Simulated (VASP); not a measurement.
A run of VASP 6.6.1 is set up as follows.

File INCAR:

```
ALGO = Normal ; EDIFF = 1E-7
ENCUT = 520 ; ISIF = 2
ISMEAR = -1 ; LASPH = T
LCHARG = F ; LREAL = F
LWAVE = F ; NBANDS = 12
NELM = 80 ; PREC = Accurate
SIGMA = 0.05
```

File KPOINTS:

```
k-points
0
Gamma
  11 11 11
```

POSCAR

```
Au
1.0
    0.0000000000      2.0749120936      2.0749120936
    2.0749120936      0.0000000000      2.0749120936
    2.0749120936      2.0749120936      0.0000000000
Au
1
Direct
    0.0000000000      0.0000000000      0.0000000000
```

Potentials or basis: VASP PAW LDA potentials, release 64 (Au).

Run with:

```bash
$ cat potpaw_LDA.64/Au/POTCAR > POTCAR
$ mpirun -np 1 vasp_std > vasp.out
```

Task: Predict the pressure.

Result: -11.4 GPa.

Task: Predict the band gap on the k mesh.

Result: Zero (an odd number of electrons rules out a gap without spin polarisation).

Caveat: the cell stands under tension; spin-orbit coupling is left out, which moves the levels of the heavy elements.
